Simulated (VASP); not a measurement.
A run of VASP 6.6.1 is set up as follows.

Contents of INCAR:

```
  PREC = Accurate
  ENCUT = 520
  EDIFF = 1E-7
  ISMEAR = -1
  SIGMA = 0.02
  LREAL = Auto
  LASPH = True
  NELM = 100
  ALGO = Normal
  ISIF = 2
  LWAVE = False
  LCHARG = False
  GGA = PE
  IVDW = 12
  NBANDS = 78
```

Contents of KPOINTS:

```
regular mesh
0
Gamma
  1 1 1
```

The input POSCAR:

```
N
1.0
    9.6720280000      0.0000000000      0.0000000000
    0.0000000000      9.6720280000      0.0000000000
    0.0000000000      0.0000000000      9.6720280000
N
24
Direct
    0.0841498805      0.9510104809      0.1002788660
    0.1498858357      0.8671811124      0.1428862696
    0.7836308993      0.3527802029      0.9354398064
    0.7147518597      0.4419342045      0.9485290986
   -0.0576507843      0.9108224252      0.7258146895
    0.0292286168      0.8554359024      0.7705726245
    0.6921506017      0.2818747009      0.5531414921
    0.6848098455      0.2085601903      0.4664895511
    0.4633464667      0.0794869494      0.8298983419
    0.4905899776      0.1888745566      0.8234053913
    0.3758777373      0.4870023122      0.6572354836
    0.2855967745      0.4402385932      0.7095823130
    0.6130358597      0.9446415995      0.1626649551
    0.5004121163      0.9590232783      0.1450988355
    0.5237784671      0.4378812799      0.3180718666
    0.4524594015      0.3750402708      0.2565439223
    0.6660340520      0.8493358373      0.5307676942
    0.7322559447      0.7611123541      0.5069257450
    0.3530386802      0.8401547225      0.5738506960
    0.2869822130      0.9320279056      0.5850686123
    0.9221644106      0.5154658361      0.5702113352
    0.9605741423      0.4419342045      0.6477441959
    0.1475595397      0.2376957552      0.9854913571
    0.0788769429      0.2091081622      0.8962753210
```

Potentials or basis: VASP PAW PBE potentials, release 64 (N).

The run is started by

```sh
$ cat potpaw_PBE.64/N/POTCAR > POTCAR
$ mpirun -np 1 vasp_gam > vasp.out
```

**Question.** Estimate the pressure.

**Answer.** 1.5 GPa.

**Question.** What does it give for the largest force?

**Answer.** 4.432 eV/Å.

Stress tensor (GPa, compression positive):
```
 1.48 -0.84  0.28
-0.84  2.37 -0.06
 0.28 -0.06  0.55
```

Caveat: the k points lie up to 0.65 Å⁻¹ apart; the standard files for N, O and F lose accuracy on very short bonds.
